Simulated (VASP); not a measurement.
# Ga (P6_3/mmc) in VASP: relaxation of cell and atoms with PBE

Aim: the relaxation of cell and atoms of Ga with PBE.

Program: VASP 6.6.1. These are calculated values, not measurements. Logs are shortened: lines on timing, memory, paths and dates and some standing lists are left out, and cuts for length are marked.

**1. The cell of the first run**

The structure is hexagonal, space group P6_3/mmc (No. 194). Conventional cell: a = 5.819 Å, b = 5.819 Å, c = 4.140 Å, α = 90.00°, β = 90.00°, γ = 120.00°. Within 3.6 Å of Ga (site symmetry mm2) lie 8 Ga at 2.72 to 3.04 Å.

The cell was built from a structure type or drawn by symmetry, and may not be a known phase.

**2. Relaxation of cell and atoms, PBE**

The input, INCAR:

```
SYSTEM = Ga
  PREC = Accurate
  ENCUT = 600
  EDIFF = 1E-6
  ISMEAR = 0
  SIGMA = 0.1
  LREAL = .False.
  LASPH = .True.
  NELM = 80
  ALGO = Fast
  ISIF = 3
  LWAVE = .False.
  LCHARG = .False.
  GGA = PE
  IBRION = 2
  NSW = 100
  EDIFFG = -0.01
```

The input, KPOINTS:

```
Automatic mesh
0
Gamma
  6 6 10
  0 0 0
```

The input, POSCAR:

```
Ga
1.0
    5.8189872914      0.0000000000      0.0000000000
   -2.9094936457      5.0393908186      0.0000000000
    0.0000000000      0.0000000000      4.1399644471
Ga
6
Direct
    0.1744277300      0.8255722700      0.2500000000
    0.1744277300      0.3488554599      0.2500000000
    0.6511445401      0.8255722700      0.2500000000
    0.8255722700      0.1744277300      0.7500000000
    0.8255722700      0.6511445401      0.7500000000
    0.3488554599      0.1744277300      0.7500000000
```

Potentials or basis: VASP PAW PBE potentials, release 64 (Ga_d).

The run is started by

```console
$ cat potpaw_PBE.64/Ga_d/POTCAR > POTCAR
$ mpirun -np 1 vasp_std > vasp.out
```

OUTCAR:

```text
SYSTEM = Ga
   PREC = Accurate
   ENCUT = 600
   EDIFF = 1E-6
   ISMEAR = 0
   LREAL = .False.
   LASPH = .True.
   NELM = 80
   ISIF = 3
   GGA = PE
   IBRION = 2
   NSW = 100
   EDIFFG = -0.01

 ion  position               nearest neighbor table
   1  0.174  0.826  0.250-   6 2.72   6 2.72   5 2.72   5 2.72   2 2.77   3 2.77
   2  0.174  0.349  0.250-   6 2.72   6 2.72   4 2.72   4 2.72   1 2.77   3 2.77
   3  0.651  0.826  0.250-   5 2.72   5 2.72   4 2.72   4 2.72   2 2.77   1 2.77
   4  0.826  0.174  0.750-   3 2.72   3 2.72   2 2.72   2 2.72   5 2.77   6 2.77
   5  0.826  0.651  0.750-   3 2.72   3 2.72   1 2.72   1 2.72   4 2.77   6 2.77
   6  0.349  0.174  0.750-   2 2.72   2 2.72   1 2.72   1 2.72   5 2.77   4 2.77

  LATTYP: Found a hexagonal cell.
 ALAT       =     5.8189872914
 C/A-ratio  =     0.7114578946

  Lattice vectors:

 A1 = (   5.8189872914,   0.0000000000,   0.0000000000)
 A2 = (  -2.9094936457,   5.0393908186,   0.0000000000)
 A3 = (   0.0000000000,   0.0000000000,   4.1399644471)

Analysis of symmetry for initial positions (statically):
=====================================================================
 Subroutine PRICEL returns:
 Original cell was already a primitive cell.

 Routine SETGRP: Setting up the symmetry group for a
 hexagonal supercell.

 Subroutine GETGRP returns: Found 24 space group operations
 (whereof 12 operations were pure point group operations)
 out of a pool of 24 trial point group operations.

The static configuration has the point symmetry D_3d.
 The point group associated with its full space group is D_6h.

Analysis of symmetry for dynamics (positions and initial velocities):
=====================================================================
 Subroutine PRICEL returns:
 Original cell was already a primitive cell.

 Routine SETGRP: Setting up the symmetry group for a
 hexagonal supercell.

 Subroutine GETGRP returns: Found 24 space group operations
 (whereof 12 operations were pure point group operations)
 out of a pool of 24 trial point group operations.

The dynamic configuration has the point symmetry D_3d.
 The point group associated with its full space group is D_6h.

 Subroutine INISYM returns: Found 24 space group operations
 (whereof 12 operations are pure point group operations),
 and found     1 'primitive' translations

----------------------------------------------------------------------------------------

                                     Primitive cell

  volume of cell :     121.4009

  direct lattice vectors                    reciprocal lattice vectors
     5.818987291  0.000000000  0.000000000     0.171851209  0.099218342  0.000000000
    -2.909493646  5.039390819  0.000000000     0.000000000  0.198436683  0.000000000
     0.000000000  0.000000000  4.139964447     0.000000000  0.000000000  0.241547968

  length of vectors
     5.818987291  5.818987291  4.139964447     0.198436683  0.198436683  0.241547968

  position of ions in fractional coordinates (direct lattice)
     0.174427730  0.825572270  0.250000000
     0.174427730  0.348855460  0.250000000
     0.651144540  0.825572270  0.250000000
     0.825572270  0.174427730  0.750000000
     0.825572270  0.651144540  0.750000000
     0.348855460  0.174427730  0.750000000

  ion indices of the primitive-cell ions
   primitive index   ion index
                 1           1
                 2           2
                 3           3
                 4           4
                 5           5
                 6           6

----------------------------------------------------------------------------------------

 KPOINTS: Automatic mesh

Automatic generation of k-mesh.
 Grid dimensions read from file:
 generate k-points for:    6    6   10

 Generating k-lattice:

  Cartesian coordinates                     Fractional coordinates (reciprocal lattice)
     0.028641868  0.016536390  0.000000000     0.166666667 -0.000000000  0.000000000
     0.000000000  0.033072781  0.000000000     0.000000000  0.166666667  0.000000000
     0.000000000  0.000000000  0.024154797     0.000000000  0.000000000  0.100000000

  Length of vectors
     0.033072781  0.033072781  0.024154797

  Shift w.r.t. Gamma in fractional coordinates (k-lattice)
     0.000000000  0.000000000  0.000000000

 Subroutine IBZKPT returns following result:
 ===========================================

 Found     42 irreducible k-points:

 Following reciprocal coordinates:
            Coordinates               Weight
  0.000000  0.000000  0.000000      1.000000
  0.166667  0.000000  0.000000      6.000000
  0.333333  0.000000  0.000000      6.000000
  0.500000  0.000000  0.000000      3.000000
  0.166667  0.166667  0.000000      6.000000
  0.333333  0.166667  0.000000     12.000000
[... 16 lines left out ...]
  0.166667  0.000000  0.300000     12.000000
  0.333333  0.000000  0.300000     12.000000
 [... further k-points ...]
   k-points           NKPTS =     42   k-points in BZ     NKDIM =     42   number of bands    NBANDS=     46
   number of dos      NEDOS =    301   number of ions     NIONS =      6
   total plane-waves  NPLWV =  82944
   dimension x,y,z NGX =    48 NGY =   48 NGZ =   36
   dimension x,y,z NGXF=    96 NGYF=   96 NGZF=   72
   ions per type =               6
   NGX,Y,Z   is equivalent  to a cutoff of  13.71, 13.71, 14.46 a.u.
   NGXF,Y,Z  is equivalent  to a cutoff of  27.43, 27.43, 28.91 a.u.
 SYSTEM =  Ga
   PREC   = accura    normal or accurate (medium, high low for compatibility)
   ISTART =      0    job   : 0-new  1-cont  2-samecut
   ICHARG =      2    charge: 1-file 2-atom 10-const
   ISPIN  =      1    spin polarized calculation?
   LNONCOLLINEAR =      F non collinear calculations
   LSORBIT =      F    spin-orbit coupling
   LASPH  =      T    aspherical Exc in radial PAW
   ENCUT  =  600.0 eV  44.10 Ry    6.64 a.u.  11.62 11.62  8.27*2*pi/ulx,y,z
   NELM   =     80;   NELMIN=  2; NELMDL= -5     # of ELM steps
   EDIFF  = 0.1E-05   stopping-criterion for ELM
   LREAL  =      F    real-space projection
   EDIFFG = -.1E-01   stopping-criterion for IOM
   NSW    =    100    number of steps for IOM
   IBRION =      2    ionic relax: 0-MD 1-quasi-New 2-CG
   NFREE  =      1    steps in history (QN), initial steepest desc. (CG)
   ISIF   =      3    stress and relaxation
   ISYM   =      2    0-nonsym 1-usesym 2-fastsym
   POTIM  = 0.5000    time-step for ionic-motion
   TEBEG  =    0.0;   TEEND  =   0.0 temperature during run
   PSTRESS=    0.0 pullay stress
   NELECT =      78.0000    total number of electrons
   NUPDOWN=      -1.0000    fix difference up-down
   EMIN   =  10.00;   EMAX   =-10.00  energy-range for DOS
   EFERMI =   0.00;   METHOD = LEGACY
   ISMEAR =     0;   SIGMA  =   0.10  broadening in eV -4-tet -1-fermi 0-gaus
   EFERMI_NEDOS =   21; number of points for ismear=-14 and -15
   IALGO  =     68    algorithm
   IMIX   =      4    mixing-type and parameters
     AMIX     =   0.40;   BMIX     =  1.00
     AMIX_MAG =   1.60;   BMIX_MAG =  1.00
  volume/ion in A,a.u.               =      20.23       136.54
  Fermi-wavevector in a.u.,A,eV,Ry     =   1.412643  2.669508 27.151236  1.995560
  Thomas-Fermi vector in A             =   2.534370
   LORBIT       =      0    0 simple, 1 ext, 2 COOP (PROOUT), +10 PAW based schemes
   GGA     = PE    functional components
   LHFCALC =     F    Hartree Fock is set to
   AEXX    =    0.0000 exact exchange contribution
   IVDW    =     0    specifies the selected vdW correction
   LEPSILON=     F    determine dielectric tensor
   LRPA    =     F    only Hartree local field effects (RPA)
 conjugate gradient relaxation of ions
 non-spin polarized calculation
 RMM-DIIS sequential band-by-band and
 Gauss-broadening in eV      SIGMA  =   0.10
  energy-cutoff  :      600.00
  volume of cell :      121.40
 maximum number of plane-waves:      4076
 NGX is ok and might be reduce to    48
   NGX = 23   NGY = 23   NGZ = 17

--------------------------------------- Ionic step        1  -------------------------------------------

 number of electron      78.0000009 magnetization

 Free energy of the ion-electron system (eV)
  ---------------------------------------------------
  ext. energy  EPLUGINS =         0.00000000
  ---------------------------------------------------
  free energy    TOTEN  =       -17.23144596 eV

  energy without entropy =      -17.22216154  energy(sigma->0) =      -17.22680375

------------------------ aborting loop because EDIFF is reached ----------------------------------------

  FORCE on cell =-STRESS in cart. coord.  units (eV):
  Direction    XX          YY          ZZ          XY          YZ          ZX
  --------------------------------------------------------------------------------------
  -------------------------------------------------------------------------------------
  Total        0.0030334      0.0030334      1.3251893     -0.0000000     -0.0000000      0.0000000
  in kB        0.0400328      0.0400328     17.4890586     -0.0000000     -0.0000000      0.0000000
  external PRESSURE =       5.8563747 kB  Pullay stress =       0.0000000 kB
[... 101 lines left out ...]
  FREE ENERGIE OF THE ION-ELECTRON SYSTEM (eV)
  ---------------------------------------------------
  free  energy   TOTEN  =       -17.2587299951 eV

  energy  without entropy=      -17.2515349980  energy(sigma->0) =      -17.25513250

[... ionic steps 4 to 10 ...]

--------------------------------------- Ionic step       11  -------------------------------------------

 number of electron      77.9999954 magnetization

------------------------ aborting loop because EDIFF is reached ----------------------------------------
[... 75 lines left out ...]
--------------------------------------- Ionic step       13  -------------------------------------------

 number of electron      77.9999953 magnetization

 Free energy of the ion-electron system (eV)
  ---------------------------------------------------
  ext. energy  EPLUGINS =         0.00000000
  ---------------------------------------------------
  free energy    TOTEN  =       -17.25986157 eV

  energy without entropy =      -17.25270402  energy(sigma->0) =      -17.25628280

 E-fermi :   4.8207     XC(G=0): -10.4751

 val. band max:        4.7511943640   @ k =   0.0000   0.0000   0.2000
 cond. band min:       4.8244925013   @ k =   0.5000   0.0000   0.0000
 fundamental gap:      0.0732981373
 Fermi energy:         4.8206718177

 k-point     1 :       0.0000    0.0000    0.0000
  band No.  band energies     occupation
      1     -10.4058      2.00000
      2     -10.3859      2.00000
      3     -10.3859      2.00000
      4     -10.3711      2.00000
      5     -10.3249      2.00000
      6     -10.3044      2.00000
[... 1165 lines left out ...]
     45       8.6496      0.00000
     46      10.0371      0.00000

 [... further k-points ...]

------------------------ aborting loop because EDIFF is reached ----------------------------------------

  FORCE on cell =-STRESS in cart. coord.  units (eV):
  Direction    XX          YY          ZZ          XY          YZ          ZX
  --------------------------------------------------------------------------------------
  -------------------------------------------------------------------------------------
  Total        0.0549379      0.0549379     -0.0226731      0.0000000      0.0000000      0.0000000
  in kB        0.7188227      0.7188227     -0.2966608      0.0000000      0.0000000      0.0000000
  external PRESSURE =       0.3803282 kB  Pullay stress =       0.0000000 kB
[... 21 lines left out ...]
  FREE ENERGIE OF THE ION-ELECTRON SYSTEM (eV)
  ---------------------------------------------------
  free  energy   TOTEN  =       -17.2598615719 eV

  energy  without entropy=      -17.2527040242  energy(sigma->0) =      -17.25628280

 reached required accuracy - stopping structural energy minimisation
```

Run time: 16 min. Hardware: 1 thread of Intel Xeon 6975P-C (Granite Rapids), shared host; peak memory 0.39 GiB.

Results:

```yaml
Free_energy: -17.2599 eV
Relaxed_volume: 20.41 Å³/atom
Relaxed_cell: a = 5.804 Å, b = 5.804 Å, c = 4.197 Å, α = 90.00°, β = 90.00°, γ = 120.00°
Space_group_after_relaxing_to_0.1_Å: P6_3/mmc (No. 194)
Energy_gained_by_relaxing: 4.7 meV/atom
Ionic_steps: 13
Pressure_after_relaxing: 0.0 GPa
Largest_force_after_relaxing: 0.003 eV/Å
Band_gap_on_the_k_mesh: zero (bands 39 and 40 overlap by 3.70 eV)
```

Forces on the atoms (eV/Å):
```
Ga   0.003 -0.002  0.000
Ga   0.000  0.003  0.000
Ga  -0.003 -0.002  0.000
Ga  -0.003  0.002  0.000
Ga   0.000 -0.003  0.000
Ga   0.003  0.002  0.000
```

Step by step:
| step | energy change (eV) | largest force (eV/Å) | pressure (GPa) | volume (Å³) |
| --- | --- | --- | --- | --- |
| 1 | 0.0000 | 0.2832 | 0.59 | 121.40 |
| 2 | -0.0248 | 0.1025 | -0.14 | 122.70 |
| 3 | -0.0273 | 0.0447 | -0.26 | 123.12 |
| 4 | -0.0275 | 0.0231 | -0.27 | 123.28 |
| 5 | -0.0275 | 0.0174 | -0.40 | 123.32 |
| 6 | -0.0283 | 0.0072 | 0.12 | 122.46 |
| 7 | -0.0284 | 0.0055 | -0.06 | 122.68 |
| 8 | -0.0284 | 0.0032 | -0.09 | 122.62 |
| 9 | -0.0284 | 0.0071 | -0.08 | 122.54 |
| 10 | -0.0284 | 0.0067 | -0.03 | 122.50 |
| 11 | -0.0284 | 0.0004 | -0.05 | 122.52 |
| 12 | -0.0284 | 0.0045 | 0.07 | 122.45 |
| 13 | -0.0284 | 0.0033 | 0.04 | 122.45 |

Final structure:
```
CELL_PARAMETERS angstrom
5.80437 0.00000 0.00000
-2.90218 5.02673 0.00000
0.00000 0.00000 4.19682
ATOMIC_POSITIONS crystal
Ga 0.17664 0.82336 0.25000
Ga 0.17664 0.35329 0.25000
Ga 0.64671 0.82336 0.25000
Ga 0.82336 0.17664 0.75000
Ga 0.82336 0.64671 0.75000
Ga 0.35329 0.17664 0.75000
```

Levels at points of the mesh, in eV from the Fermi level:
```csv
k point,band 37,band 38,band 39,band 40,band 41,band 42
"(0.00, 0.00, 0.00)",-4.08,-2.17,0.20,2.32,2.32,3.44
"(0.50, 0.00, 0.00)",-1.01,-0.24,-0.11,0.00,0.27,1.72
"(0.00, 0.00, 0.50)",-2.89,-2.89,-1.88,-1.88,-1.88,-1.88
"(0.50, 0.00, 0.50)",-2.86,-2.86,1.55,1.55,2.29,2.29
```
